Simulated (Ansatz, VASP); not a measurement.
## Two plane-wave programs on TaN

File POSCAR:

```
TaN
1.0
    2.9766623284      0.0000000000      0.0000000000
   -1.4883311642      2.5778651949      0.0000000000
    0.0000000000      0.0000000000      2.9209385612
Ta N
1 1
Direct
    0.0000000000      0.0000000000      0.5000000000
    0.6666666667      0.3333333333      0.0000000000
```

File INCAR.step1:

```
SYSTEM = TaN
ALGO = Normal
EDIFF = 1E-5
ENCUT = 660
GGA = PE
GGA_COMPAT = .False.
ISMEAR = -1
LASPH = .True.
LCHARG = .False.
LREAL = .False.
LWAVE = .True.
NBANDS = 16
NELM = 120
PREC = Accurate
SIGMA = 0.05
```

INCAR.step2

```
SYSTEM = TaN
ALGO = Normal
EDIFF = 1E-6
ENCUT = 660
GGA_COMPAT = .False.
ISIF = 2
ISMEAR = -1
ISTART = 1
LASPH = .True.
LCHARG = .True.
LELF = .True.
LMIXTAU = .True.
LREAL = .False.
LVHAR = .True.
LWAVE = .False.
METAGGA = R2SCAN
NBANDS = 16
NELM = 120
PREC = Accurate
SIGMA = 0.05
```

KPOINTS

```
k-points
0
Gamma
  10 10 9
  0 0 0
```

The input input.yaml:

```yaml
crystal:
  lattice:
    - [2.9766623284, 0.0, 0.0]
    - [-1.4883311642, 2.5778651949, 0.0]
    - [0.0, 0.0, 2.9209385612]
  atoms:
    - { symbol: Ta, position: [0.0, 0.0, 0.5] }
    - { symbol: "N", position: [0.6666666667, 0.3333333333, 0.0] }
hamiltonian:
  xc: r2scan
  pseudopotentials: { kind: paw }
kpoints:
  mp_grid: { grid: [10, 10, 9] }
scf:
  occupations: { method: fermi_dirac, width: 0.05 }
output:
  forces: true
  stress: true
  eigenvalues: true
```

Alike in both runs: task single point; functional r2SCAN; k mesh 10 × 10 × 9; occupations fermi-dirac, width 0.05 eV; no spin polarisation.

|  | VASP | Ansatz |
| --- | --- | --- |
| version | VASP 6.6.1 | Ansatz 0.2.0 |
| potentials or method | VASP PAW PBE potentials, release 64 (Ta_sv_GW, N) | Ansatz PAW |
| plane-wave cutoff (eV) | 660 | 500 |
| valence electrons in the cell | 18 | 18 |

Ansatz gave:

| Item | Value |
| --- | --- |
| gap on the k mesh at the Fermi level (eV) | none |
| pressure (GPa) | -13.2 |
| traceless stress, the component that is largest in VASP (GPa) | -0.55 |

**Question.** Which values does VASP return?

**Answer.** gap on the k mesh at the Fermi level (eV): none; pressure (GPa): -13.4; traceless stress, the component that is largest in VASP (GPa): -0.48.

VASP's potentials were made for PBE, not for r2SCAN. A gap of «none» marks a metal or a gap that the smearing closes.

Neither program's run includes spin-orbit coupling.
